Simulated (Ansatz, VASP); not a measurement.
# Two plane-wave programs on Ni3Ge

```
Ni Ge
1.0
     3.55034    0.00000    0.00000
     0.00000    3.55034    0.00000
     0.00000    0.00000    3.55034
Ni Ge
3 1
Cartesian
  1.7752 0.0000 1.7752
  0.0000 1.7752 1.7752
  1.7752 1.7752 0.0000
  0.0000 0.0000 0.0000
```

Alike in both runs: task single point; functional PBEsol; k mesh 12 × 12 × 12; occupations fermi-dirac, width 0.15 eV; no spin polarisation.

|  | VASP | Ansatz |
| --- | --- | --- |
| version | VASP 6.6.1 | Ansatz 0.2.0 |
| potentials or method | VASP PAW PBE potentials, release 64 (Ni, Ge_d), cutoff 520 eV | scalar-relativistic, plane waves, PAW |
| valence electrons in the cell | 44 | 68 |

|  | VASP | Ansatz | Ansatz less VASP |
| --- | --- | --- | --- |
| gap on the k mesh at the Fermi level (eV) | none | none | - |
| pressure (GPa) | -3.7 | -4.1 | -0.38 |

VASP's potentials were made for PBE, not for PBEsol. A gap of «none» marks a metal or a gap that the smearing closes. VASP's potentials hold 44 valence electrons a cell and Ansatz's 68, so a difference there can come from the potentials and not from the codes.
